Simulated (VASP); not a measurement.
## Al2Cu: single point with LDA

The system is Al2Cu.

```
CELL_PARAMETERS angstrom
4.04226 0.00000 0.00000
0.00000 4.04226 0.00000
0.00000 0.00000 2.67090
ATOMIC_POSITIONS crystal
Al 0.50000 0.00000 0.50000
Al 0.00000 0.50000 0.50000
Cu 0.00000 0.00000 0.00000
```

- Program: VASP 6.6.1
- Task: single point
- Functional: LDA
- Potentials or basis: VASP PAW LDA potentials, release 64 (Al, Cu)
- Cutoff: 520 eV
- k mesh: 10 × 10 × 14
- Occupations: gaussian, width 0.15 eV
- Spin: no spin polarisation

- Pressure: 7.4 GPa

Stress tensor (GPa, compression positive):
```
 5.45  0.00  0.00
 0.00  5.45  0.00
 0.00  0.00 11.31
```

Levels at points of the mesh, in eV from the Fermi level:
| k point | band 7 | band 8 | band 9 | band 10 | band 11 | band 12 |
| --- | --- | --- | --- | --- | --- | --- |
| (0.00, 0.00, 0.00) | -3.00 | -3.00 | -0.39 | 0.50 | 5.81 | 5.81 |
| (0.50, 0.00, 0.00) | -4.51 | -1.69 | 1.27 | 1.31 | 1.59 | 8.09 |
| (0.50, 0.50, 0.00) | -4.52 | -4.52 | -2.79 | 8.48 | 8.48 | 9.82 |
| (0.00, 0.00, 0.50) | -3.10 | 2.26 | 2.55 | 2.55 | 2.98 | 2.98 |
| (0.50, 0.00, 0.50) | -3.41 | -2.44 | -1.46 | 3.82 | 4.00 | 4.88 |
| (0.50, 0.50, 0.50) | -2.62 | -2.62 | -0.63 | -0.61 | 0.42 | 0.42 |

Run time: 47 s on 1 thread of Intel(R) Xeon(R) 6975P-C (Granite Rapids), with other jobs on the host, peak memory 0.21 GiB.
